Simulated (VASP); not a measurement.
Set up this calculation in VASP 6.6.1, as the native input.

| Quantity | Value |
| --- | --- |
| Task | single point |
| Functional | PBE |
| Potentials or basis | VASP PAW PBE potentials, release 64 (Cd, F) |
| Cutoff | 520 eV |
| k mesh | 8 × 8 × 8 |
| Occupations | fermi-dirac, width 0.02 eV |
| Spin | no spin polarisation |
| Dipole correction | no |
| Further INCAR settings | ALGO = Normal; EDIFF = 1e-07; NBANDS = 20 |

The structure of CdF2 lies in POSCAR:

```
CdF2
1.0
    0.0000000000      2.6941776810      2.8291559829
    2.6941776810      0.0000000000      2.8291559829
    2.6941776810      2.6941776810      0.0000000000
Cd F
1 2
Direct
    0.0000000000      0.0000000000      0.0000000000
    0.2500000000      0.2500000000      0.2500000000
    0.7500000000      0.7500000000      0.7500000000
```

This cell differs from its parent crystal: uniaxial z strain +5.0%.

One way to write it, as run:

INCAR

```
PREC = Accurate
ENCUT = 520
EDIFF = 1E-7
ISMEAR = -1
SIGMA = 0.02
LREAL = F
LASPH = T
NELM = 80
ALGO = Normal
ISIF = 2
LWAVE = F
LCHARG = T
GGA = PE
LELF = T
LVHAR = T
NBANDS = 20
```

KPOINTS

```
regular mesh
0
Gamma
  8 8 8
```

Potentials or basis: VASP PAW PBE potentials, release 64 (Cd, F).

Run with:

```console
$ cat potpaw_PBE.64/Cd/POTCAR potpaw_PBE.64/F/POTCAR > POTCAR
$ mpirun -np 1 vasp_std > vasp.out
```

Results of the run:

```json
{"Pressure": "0.7 GPa", "Band gap on the k mesh": "2.82 eV, indirect (least direct gap 3.35 eV)"}
```

Caveat: the cell differs from its parent crystal (uniaxial z strain +5.0%).

It took 47 s on 1 thread of Intel(R) Xeon(R) Platinum 8259CL CPU @ 2.50GHz (Skylake/Cascade Lake) (shared host), peak memory 0.19 GiB.
